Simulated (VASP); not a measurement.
Set up this calculation in VASP 6.6.1, as the native input.

```yaml
Task: single point
Functional: PBE
Potentials_or_basis: VASP PAW PBE potentials, release 64 (Ga_d, P)
Cutoff: 520 eV
k_mesh: 10 × 10 × 10
Occupations: gaussian, width 0.05 eV
Spin: no spin polarisation
Dipole_correction: no
Further_INCAR_settings: ALGO = Normal; EDIFF = 1e-06; NBANDS = 16
```

The structure of GaP lies in POSCAR:

```
GaP
1.0
    0.0000000000      2.5645584377      3.0774701252
    2.5645584377      0.0000000000      3.0774701252
    2.5645584377      2.5645584377      0.0000000000
Ga P
1 1
Direct
    0.0000000000      0.0000000000      0.0000000000
    0.7500000000      0.7500000000      0.7500000000
```

This cell differs from its parent crystal: ratio of the length along z to the lengths across it x 1.2, volume and fractional coordinates fixed.

The input as run:

INCAR

```
SYSTEM = GaP
  PREC = Accurate
  ENCUT = 520
  EDIFF = 1E-6
  ISMEAR = 0
  SIGMA = 0.05
  LREAL = .FALSE.
  LASPH = .TRUE.
  NELM = 100
  ALGO = Normal
  ISIF = 2
  LWAVE = .FALSE.
  LCHARG = .TRUE.
  GGA = PE
  LELF = .TRUE.
  LVHAR = .TRUE.
  NBANDS = 16
```

KPOINTS

```
regular mesh
0
G
  10 10 10
  0 0 0
```

Potentials or basis: VASP PAW PBE potentials, release 64 (Ga_d, P).

Command:

```console
$ cat potpaw_PBE.64/Ga_d/POTCAR potpaw_PBE.64/P/POTCAR > POTCAR
$ mpirun -np 1 vasp_std > vasp.out
```

Results of the run:

* Pressure: 1.9 GPa
* Band gap on the k mesh: 0.55 eV, indirect (least direct gap 1.00 eV)

It took 28 s on 1 thread of Intel(R) Xeon(R) 6975P-C (Granite Rapids) (shared host), peak memory 0.2 GiB.
